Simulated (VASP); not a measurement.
# MnO in VASP: further runs, part 2 of 2

VASP 6.6.1.

### Step 4. Single point, PBE, collinear spin, ferromagnetic start (equal xy, yz and zx shear strains of -3 %)

File INCAR:

```
ALGO     = Normal         # electronic algorithm
EDIFF    = 1E-7           # SCF threshold, eV
ENCUT    = 520            # plane-wave cutoff, eV
GGA      = PE             # functional
ISIF     = 2              # what is computed and relaxed
ISMEAR   = -1             # smearing method
ISPIN    = 2              # spin polarisation
LASPH    = T              # aspherical terms in the spheres
LCHARG   = F              # write CHGCAR
LMAXMIX  = 4              # l up to which the mixer works
LORBIT   = 11             # projections on sites
LREAL    = F              # projectors in reciprocal space
LWAVE    = F              # write WAVECAR
MAGMOM   = 4 0            # initial moments
NBANDS   = 20             # bands
NELM     = 150            # most SCF steps
PREC     = Accurate       # precision mode
SIGMA    = 0.05           # smearing width, eV
```

File KPOINTS:

```
k-points
0
Gamma
  16 16 16
```

File POSCAR:

```
MnO
1.0
   -0.0666600000      2.1886700000      2.1886700000
    2.1886700000     -0.0666600000      2.1886700000
    2.1886700000      2.1886700000     -0.0666600000
Mn O
1 1
Direct
    0.0000000000      0.0000000000      0.0000000000
    0.5000000000      0.5000000000      0.5000000000
```

Command:

```bash
$ cat potpaw_PBE.64/Mn_pv/POTCAR potpaw_PBE.64/O/POTCAR > POTCAR
$ mpirun -np 1 vasp_std > vasp.out
```

Run time: 3.7 min. Hardware: 1 thread of Intel Xeon Platinum 8488C (Sapphire Rapids), shared host; peak memory 0.36 GiB.

The run converged. Its results:

- Free energy: -16.3946 eV
- Pressure: 0.0 GPa
- Net moment: 4.76 μB per cell
- Site moments: Mn +4.32; O +0.20 μB
- Valence electrons inside the program's atomic spheres: Mn 11.36; O 4.97

Stress tensor (GPa, compression positive):
```
0.01 1.86 1.86
1.86 0.01 1.86
1.86 1.86 0.01
```

Levels at points of the mesh, in eV from the Fermi level:
Spin up:
```
           k point  band 9  band 10  band 11  band 12  band 13  band 14  band 15  band 16
(0.00, 0.00, 0.00)   -3.29    -3.12    -2.68    -2.68    -0.50    13.95    15.99    15.99
(0.50, 0.00, 0.00)   -2.33    -1.87     0.13     0.22     3.55     7.58    11.85    12.42
(0.50, 0.50, 0.00)   -2.28    -2.07    -2.04    -1.93     5.04     7.80    10.45    13.35
(0.50, 0.50, 0.50)   -2.27    -1.81     0.27     0.27     3.26     8.26    11.29    11.29
```
Spin down:
| k point | band 5 | band 6 | band 7 | band 8 | band 9 | band 10 |
| --- | --- | --- | --- | --- | --- | --- |
| (0.00, 0.00, 0.00) | -3.45 | -3.45 | -3.19 | 0.62 | 0.63 | 0.63 |
| (0.50, 0.00, 0.00) | -7.41 | -4.92 | -4.65 | 1.77 | 1.83 | 2.14 |
| (0.50, 0.50, 0.00) | -6.43 | -4.48 | -4.19 | -0.85 | 1.94 | 2.13 |
| (0.50, 0.50, 0.50) | -7.28 | -5.04 | -5.04 | 1.98 | 2.04 | 2.04 |

Caveat: the cell differs from its parent crystal (equal xy, yz and zx shear strains of -3 %); a cell with one magnetic atom can't hold antiferromagnetic order, which such compounds often take; semilocal functionals often make such compounds metallic where correlation or magnetic order opens a gap, which also shifts bond lengths.

### Step 5. Single point, PBE, collinear spin, ferromagnetic start (11.08 Å³/atom)

This run uses another cell than the first one, of 11.08 Å³/atom.

File INCAR:

```
SYSTEM = MnO
  PREC = Accurate
  ENCUT = 520
  EDIFF = 1E-6
  ISMEAR = -1
  SIGMA = 0.05
  LREAL = .FALSE.
  LASPH = .TRUE.
  NELM = 150
  ALGO = Normal
  ISIF = 2
  LWAVE = .FALSE.
  LCHARG = .FALSE.
  ISPIN = 2
  MAGMOM = 4 0
  LORBIT = 11
  LMAXMIX = 4
  GGA = PE
  NBANDS = 20
```

File KPOINTS:

```
regular mesh
0
G
  16 16 16
  0 0 0
```

File POSCAR:

```
MnO
1.0
    0.0000000000      2.2293821140      2.2293821140
    2.2293821140      0.0000000000      2.2293821140
    2.2293821140      2.2293821140      0.0000000000
Mn O
1 1
Direct
    0.0000000000      0.0000000000      0.0000000000
    0.5000000000      0.5000000000      0.5000000000
```

Command:

```bash
$ cat potpaw_PBE.64/Mn_pv/POTCAR potpaw_PBE.64/O/POTCAR > POTCAR
$ mpirun -np 1 vasp_std > vasp.out
```

Wall time 3.2 min (1 thread of AMD EPYC 7R43 (Zen 3), shared host); peak memory 0.17 GiB.

It converged, with:

- Free energy: -16.4059 eV
- Pressure: -1.0 GPa
- Net moment: 4.79 μB per cell
- Site moments: Mn +4.34; O +0.20 μB
- Valence electrons inside the program's atomic spheres: Mn 11.35; O 4.97

Levels at points of the mesh, in eV from the Fermi level:
Spin up:
| k point | band 9 | band 10 | band 11 | band 12 | band 13 | band 14 | band 15 | band 16 |
| --- | --- | --- | --- | --- | --- | --- | --- | --- |
| (0.00, 0.00, 0.00) | -3.21 | -3.21 | -2.69 | -2.69 | -0.55 | 13.95 | 16.26 | 16.26 |
| (0.50, 0.00, 0.00) | -2.33 | -1.89 | 0.18 | 0.18 | 3.46 | 7.66 | 11.82 | 11.82 |
| (0.50, 0.50, 0.00) | -2.27 | -2.06 | -2.06 | -1.94 | 4.96 | 7.77 | 10.36 | 13.56 |
Spin down:
```tsv
k point	band 4	band 5	band 6	band 7	band 8	band 9	band 10	band 11
(0.00, 0.00, 0.00)	-19.75	-3.32	-3.32	-3.32	0.76	0.76	0.76	0.77
(0.50, 0.00, 0.00)	-18.82	-7.29	-4.79	-4.79	1.93	1.97	1.97	3.62
(0.50, 0.50, 0.00)	-18.84	-6.35	-4.29	-4.29	-0.79	1.96	2.14	2.40
```

Caveat: a cell with one magnetic atom can't hold antiferromagnetic order, which such compounds often take; semilocal functionals often make such compounds metallic where correlation or magnetic order opens a gap, which also shifts bond lengths.

### Step 6. Single point, PBE, collinear spin, ferromagnetic start (11.19 Å³/atom)

This run uses another cell than the first one, of 11.19 Å³/atom.

File INCAR:

```
PREC = Accurate
ENCUT = 520
EDIFF = 1E-7
ISMEAR = -1
SIGMA = 0.05
LREAL = F
LASPH = T
NELM = 150
ALGO = Normal
ISIF = 2
LWAVE = F
LCHARG = F
ISPIN = 2
MAGMOM = 4 0
LORBIT = 11
LMAXMIX = 4
GGA = PE
NBANDS = 20
```

File KPOINTS:

```
regular mesh
0
Gamma
  16 16 16
```

File POSCAR:

```
MnO
1.0
    0.0000000000      2.2367156606      2.2367156606
    2.2367156606      0.0000000000      2.2367156606
    2.2367156606      2.2367156606      0.0000000000
Mn O
1 1
Direct
    0.0000000000      0.0000000000      0.0000000000
    0.5000000000      0.5000000000      0.5000000000
```

Potentials or basis: VASP PAW PBE potentials, release 64 (Mn_pv, O).

Command:

```bash
$ cat potpaw_PBE.64/Mn_pv/POTCAR potpaw_PBE.64/O/POTCAR > POTCAR
$ mpirun -np 1 vasp_std > vasp.out
```

It took 3.4 min on 1 thread of AMD EPYC 7R43 (Zen 3), shared host; peak memory 0.18 GiB.

Results (log left out):

- Free energy: -16.4041 eV
- Pressure: -2.1 GPa
- Net moment: 4.81 μB per cell
- Site moments: Mn +4.36; O +0.20 μB
- Valence electrons inside the program's atomic spheres: Mn 11.34; O 4.97

Levels at points of the mesh, in eV from the Fermi level:
Spin up:
```csv
k point,band 9,band 10,band 11,band 12,band 13,band 14,band 15,band 16
"(0.00, 0.00, 0.00)",-3.19,-3.19,-2.68,-2.68,-0.59,13.93,16.19,16.19
"(0.50, 0.00, 0.00)",-2.33,-1.89,0.16,0.16,3.45,7.59,11.76,11.76
"(0.50, 0.50, 0.00)",-2.27,-2.07,-2.07,-1.95,4.90,7.73,10.32,13.47
```
Spin down:
| k point | band 4 | band 5 | band 6 | band 7 | band 8 | band 9 | band 10 | band 11 |
| --- | --- | --- | --- | --- | --- | --- | --- | --- |
| (0.00, 0.00, 0.00) | -19.66 | -3.26 | -3.26 | -3.26 | 0.74 | 0.80 | 0.80 | 0.80 |
| (0.50, 0.00, 0.00) | -18.74 | -7.20 | -4.71 | -4.71 | 1.95 | 1.99 | 1.99 | 3.61 |
| (0.50, 0.50, 0.00) | -18.76 | -6.27 | -4.22 | -4.22 | -0.72 | 1.98 | 2.15 | 2.41 |

Caveat: a cell with one magnetic atom can't hold antiferromagnetic order, which such compounds often take; semilocal functionals often make such compounds metallic where correlation or magnetic order opens a gap, which also shifts bond lengths. With open d or f shells a metallic result of PBE can be an artefact of self-interaction; +U or a hybrid may open a gap.

### Step 7. Overview

| cell | gap on the mesh (eV) | pressure (GPa) | moment (μB) |
| --- | --- | --- | --- |
| a = 3.142 Å, angles 60.0°, 2 atoms | none | 0.0 | 4.76 |
| a = 3.190, b = 3.190, c = 3.237 Å, angles 59.5, 59.5, 61.0°, 2 atoms | none | -6.0 | 4.88 |
| a = 3.096 Å, angles 62.0°, 2 atoms | none | 0.0 | 4.76 |
| a = 3.153 Å, angles 60.0°, 2 atoms | none | -1.0 | 4.79 |
| a = 3.163 Å, angles 60.0°, 2 atoms | none | -2.1 | 4.81 |

Alike in all rows: task single point; level PBE; potentials or basis VASP PAW PBE potentials, release 64 (Mn_pv, O); spin collinear, ferromagnetic start; k mesh 16 × 16 × 16; cutoff (eV) 520; smearing fermi-dirac 0.05 eV.

Caveats: a cell with one magnetic atom can't hold antiferromagnetic order, which such compounds often take; semilocal functionals often make such compounds metallic where correlation or magnetic order opens a gap, which also shifts bond lengths; the cell stands under tension (at least some runs).

Total energies depend on the potentials used, so only differences within one code and one set of settings carry meaning.
